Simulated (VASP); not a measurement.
ZrSi2: single point with PBEsol

The system is ZrSi2.

```
Zr Si
1.0
     1.89224   -7.50143    0.00000
     1.89224    7.50143    0.00000
     0.00000    0.00000    3.65677
Zr Si
2 4
Cartesian
  1.8922 -5.9304 2.7426
  1.8922 5.9304 0.9142
  1.8922 -0.8095 2.7426
  1.8922 0.8095 0.9142
  1.8922 3.7472 2.7426
  1.8922 -3.7472 0.9142
```

This cell differs from its parent crystal: strain +0.030 along x and y, +0.000 along z.

```
Program                : VASP 6.6.1
Task                   : single point
Functional             : PBEsol
Potentials or basis    : VASP PAW PBE potentials, release 64 (Zr_sv, Si)
Cutoff                 : 520 eV
k mesh                 : 14 × 14 × 14
Occupations            : gaussian, width 0.15 eV
Spin                   : no spin polarisation
Dipole correction      : no
Further INCAR settings : ALGO = Fast; EDIFF = 1e-06; NBANDS = 29
```

| Property | Result |
| --- | --- |
| Pressure | -6.8 GPa |
| Largest force | 0.188 eV/Å |
| Band gap on the k mesh | zero (bands 20 and 21 overlap by 0.74 eV) |

Forces in eV/Å, atoms in the order of the input:
```
Zr   0.000  0.188  0.000
Zr   0.000 -0.188  0.000
Si   0.000  0.120  0.000
Si   0.000 -0.120  0.000
Si   0.000 -0.054  0.000
Si   0.000  0.054  0.000
```

Stress tensor (GPa, compression positive):
```
-8.33  0.00  0.00
 0.00 -7.71  0.00
 0.00  0.00 -4.24
```

Levels at points of the mesh, in eV from the Fermi level:
```
           k point  band 17  band 18  band 19  band 20  band 21  band 22  band 23  band 24
(0.00, 0.00, 0.00)    -2.45    -2.32    -2.02    -0.15     1.09     1.46     1.46     1.54
(0.50, 0.00, 0.00)    -1.80    -1.28    -0.80    -0.31    -0.24     0.91     1.07     2.16
(0.50, 0.50, 0.00)    -2.32    -2.02    -1.47     0.16     1.01     1.06     1.53     1.64
(0.00, 0.00, 0.50)    -1.90    -1.90    -0.16    -0.16     0.10     0.10     1.45     1.45
(0.50, 0.00, 0.50)    -3.19    -3.19    -2.10    -2.10     2.00     2.00     2.79     2.79
(0.50, 0.50, 0.50)    -2.28    -2.28    -0.91    -0.91    -0.04    -0.04     2.13     2.13
```

It took 88 min on 1 thread of Oxide Virtual Turin-like Processor (shared host), peak memory 1.1 GiB.

Caveat: the cell differs from its parent crystal (strain +0.030 along x and y, +0.000 along z); the cell stands under tension; the PAW data sets were made with another functional, which shifts forces and pressure a little.
